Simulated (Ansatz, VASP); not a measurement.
**Ni in VASP and in Ansatz**

File INCAR:

```
PREC     = Accurate       # precision mode
ENCUT    = 520            # plane-wave cutoff, eV
EDIFF    = 1E-7           # SCF threshold, eV
ISMEAR   = 0              # smearing method
SIGMA    = 0.15           # smearing width, eV
LREAL    = False          # projectors in reciprocal space
LASPH    = True           # aspherical terms in the spheres
NELM     = 150            # most SCF steps
ALGO     = Normal         # electronic algorithm
ISIF     = 2              # what is computed and relaxed
LWAVE    = False          # write WAVECAR
LCHARG   = False          # write CHGCAR
ISPIN    = 2              # spin polarisation
MAGMOM   = 0.81           # initial moments
LORBIT   = 11             # projections on sites
LMAXMIX  = 4              # l up to which the mixer works
GGA      = PE             # functional
NBANDS   = 15             # bands
```

Contents of KPOINTS:

```
regular mesh
0
Gamma
  22 22 22
```

File POSCAR:

```
Ni
1.0
    0.0000000000      1.7844803325      1.7844803325
    1.7679500000      0.0165303325      1.7679500000
    1.7679500000      1.7679500000      0.0165303325
Ni
1
Direct
    0.0000000000      0.0000000000      0.0000000000
```

Input for Ansatz:

```yaml
crystal:
  lattice:
    - [0.0, 1.7844803325, 1.7844803325]
    - [1.76795, 0.0165303325, 1.76795]
    - [1.76795, 1.76795, 0.0165303325]
  atoms:
    - { symbol: Ni, position: [0.0, 0.0, 0.0], spin: 0.81 }
basis:
  ecutwfc: 420
kpoints:
  mp_grid: { grid: [22, 22, 22] }
hamiltonian:
  xc: pbe
scf:
  occupations: { method: gaussian, width: 0.15 }
output:
  forces: true
  stress: true
  eigenvalues: true
  populations: true
  write_density: true
  write_potential: true
  elf: true
  volumetric_format: npy
magnetization:
  spin_polarized: true
```

Change from the starting cell: strain +0.0187 x Voigt [0, 0, 0, 1, 0, 0], atoms carried along.

Alike in both runs: task single point; functional PBE; k mesh 22 × 22 × 22; occupations gaussian, width 0.15 eV; collinear spin.

```csv
,VASP,Ansatz
version,VASP 6.6.1,Ansatz 0.2.0
potentials or method,"VASP PAW PBE potentials, release 64 (Ni), cutoff 520 eV","scalar-relativistic, plane waves, PAW"
valence electrons in the cell,10,18
```

Ansatz gave:

| Property | Result |
| --- | --- |
| gap on the k mesh at the Fermi level (eV) | none |
| pressure (GPa) | -2.6 |
| traceless stress, the component that is largest in VASP (GPa) | -2.35 |
| net moment per atom (μB) | 0.65 |
| size of the moment on the site where the two differ most (μB) | 0.69 |

Which values does VASP return?

gap on the k mesh at the Fermi level (eV): none; pressure (GPa): -2.6; traceless stress, the component that is largest in VASP (GPa): -2.30; net moment per atom (μB): 0.64; size of the moment on the site where the two differ most (μB): 0.65.

Site moments also hang on the region over which each program counts them. A gap of «none» marks a metal or a gap that the smearing closes. VASP's potentials hold 10 valence electrons a cell and Ansatz's 18, so a difference there can come from the potentials and not from the codes.
